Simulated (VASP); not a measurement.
Runs of VASP 6.6.1 on MgBe2Te2O. The structure is that of space group P-4m2 (No. 115), or close to it. The cells are those of the table. 

```csv
task,cell,k mesh,cutoff (eV),gap on the mesh (eV),pressure (GPa),largest force (eV/Å)
single point,"a = 3.331, b = 3.331, c = 10.470 Å, 6 atoms",4 × 4 × 4,520,none,(b),0.05
relaxation of cell and atoms,"relaxed from a = 3.320, b = 3.320, c = 10.547 Å, 6 atoms",12 × 12 × 4,600,none,0.0,-
single point,"a = 4.100, b = 4.100, c = 6.944 Å, 6 atoms",4 × 4 × 4,520,none,-3.6,1.25
single point,"a = 3.320, b = 3.320, c = 10.547 Å, 6 atoms",6 × 6 × 2,520,none,0.0,0.03
single point,"a = 3.331, b = 3.331, c = 10.560 Å, 6 atoms",12 × 12 × 4,520,none,(a),0.04
```

Alike in all rows: level PBE; potentials or basis VASP PAW PBE potentials, release 64 (Mg, Be, Te, O); no spin polarisation; smearing gaussian 0.1 eV.

Q: Estimate the missing entries.

A: (a) 0.1; (b) 0.3.

Caveats: some runs use coarse meshes; spin-orbit coupling is left out, which moves the levels of the heavy elements; forces of over 1 eV/Å act on the atoms, so gaps and moduli don't describe the material at rest (some runs).

A k mesh can miss the band edges, and the runs leave out spin-orbit coupling on Te.

A gap of «none» marks levels without a gap at the run's occupations.
